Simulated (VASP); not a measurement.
Input of a VASP 6.6.1 run:

Contents of POSCAR:

```
GaN
1.0
    3.1831493761      0.0000000000      0.0000000000
   -1.5915746880      2.7566882238      0.0000000000
    0.0000000000      0.0000000000      5.1836252293
Ga N
2 2
Direct
    0.3333333333      0.6666666667     -0.0008868111
    0.6666666667      0.3333333333      0.4991131889
    0.3333333333      0.6666666667      0.3758868111
    0.6666666667      0.3333333333      0.8758868111
```

The input INCAR.step1:

```
SYSTEM = GaN
PREC     = Accurate       ! precision mode
ENCUT    = 520            ! plane-wave cutoff, eV
ISMEAR   = 0              ! smearing method
SIGMA    = 0.01           ! smearing width, eV
LREAL    = .FALSE.        ! projectors in reciprocal space
LASPH    = .TRUE.         ! aspherical terms in the spheres
NELM     = 100            ! most SCF steps
NBANDS   = 26             ! bands
GGA      = PE             ! functional
ALGO     = Normal         ! electronic algorithm
EDIFF    = 1E-4           ! SCF threshold, eV
LWAVE    = .TRUE.         ! write WAVECAR
LCHARG   = .FALSE.        ! write CHGCAR
```

Contents of INCAR.step2:

```
SYSTEM = GaN
PREC     = Accurate       ! precision mode
ENCUT    = 520            ! plane-wave cutoff, eV
EDIFF    = 1E-6           ! SCF threshold, eV
ISMEAR   = 0              ! smearing method
SIGMA    = 0.01           ! smearing width, eV
LREAL    = .FALSE.        ! projectors in reciprocal space
LASPH    = .TRUE.         ! aspherical terms in the spheres
NELM     = 100            ! most SCF steps
ALGO     = Normal         ! electronic algorithm
ISIF     = 2              ! what is computed and relaxed
LWAVE    = .FALSE.        ! write WAVECAR
LCHARG   = .TRUE.         ! write CHGCAR
METAGGA  = R2SCAN         ! meta-GGA
LMIXTAU  = .TRUE.       
LELF     = .TRUE.         ! ELF
LVHAR    = .TRUE.       
NBANDS   = 26             ! bands
ISTART   = 1
```

The input KPOINTS:

```
regular mesh
0
G
  6 6 4
  0 0 0
```

Potentials or basis: VASP PAW PBE potentials, release 64 (Ga_d, N).

The run is started by

```sh
$ cat potpaw_PBE.64/Ga_d/POTCAR potpaw_PBE.64/N/POTCAR > POTCAR
$ cp INCAR.step1 INCAR
$ mpirun -np 1 vasp_std > vasp.out
$ cp INCAR.step2 INCAR
$ mpirun -np 1 vasp_std > vasp.out
```

(1) Estimate the band gap on the k mesh.

(2) Estimate the largest force.

(3) Estimate the pressure.

Answers

(1) 2.34 eV, direct.

(2) 0.005 eV/Å.

(3) 1.1 GPa.

Caveat: the PAW data sets were made with another functional, which shifts forces and pressure a little.
